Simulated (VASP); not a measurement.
Write the native input for VASP 6.6.1 that does the following.

* Task: single point
* Functional: r2SCAN
* Potentials or basis: VASP PAW PBE potentials, release 64 (Ir)
* Cutoff: 520 eV
* k mesh: 22 × 22 × 22
* Occupations: gaussian, width 0.15 eV
* Spin: no spin polarisation
* Dipole correction: no
* Further INCAR settings: ALGO = Normal; EDIFF = 1e-06; NBANDS = 10

Crystal: Ir.

```
Ir
1.0
     0.00000    1.84291    1.99649
     1.84291    0.00000    1.99649
     1.84291    1.84291    0.00000
Ir
1
Direct
  0.00000 0.00000 0.00000
```

This cell differs from its parent crystal: strain -0.040 along x and y, +0.040 along z.

The input as run:

POSCAR

```
Ir
1.0
    0.0000000000      1.8429120000      1.9964880000
    1.8429120000      0.0000000000      1.9964880000
    1.8429120000      1.8429120000      0.0000000000
Ir
1
Direct
    0.0000000000      0.0000000000      0.0000000000
```

INCAR.step1

```
ALGO = Normal
EDIFF = 1E-4
ENCUT = 520
GGA = PE
ISMEAR = 0
LASPH = True
LCHARG = False
LREAL = False
LWAVE = True
NBANDS = 10
NELM = 80
PREC = Accurate
SIGMA = 0.15
```

INCAR.step2

```
ALGO = Normal
EDIFF = 1E-6
ENCUT = 520
ISIF = 2
ISMEAR = 0
ISTART = 1
LASPH = True
LCHARG = False
LMIXTAU = True
LREAL = False
LWAVE = False
METAGGA = R2SCAN
NBANDS = 10
NELM = 80
PREC = Accurate
SIGMA = 0.15
```

KPOINTS

```
k-points
0
Gamma
  22 22 22
```

Potentials or basis: VASP PAW PBE potentials, release 64 (Ir).

The run is started by

```bash
$ cat potpaw_PBE.64/Ir/POTCAR > POTCAR
$ cp INCAR.step1 INCAR
$ mpirun -np 1 vasp_std > vasp.out
$ cp INCAR.step2 INCAR
$ mpirun -np 1 vasp_std > vasp.out
```

Results of the run:

```
Pressure : 24.7 GPa
```

Caveat: the cell differs from its parent crystal (strain -0.040 along x and y, +0.040 along z); the PAW data sets were made with another functional, which shifts forces and pressure a little.

Wall time 2.2 min on 1 thread of Intel(R) Xeon(R) 6975P-C (Granite Rapids), on a shared host, peak memory 0.23 GiB.
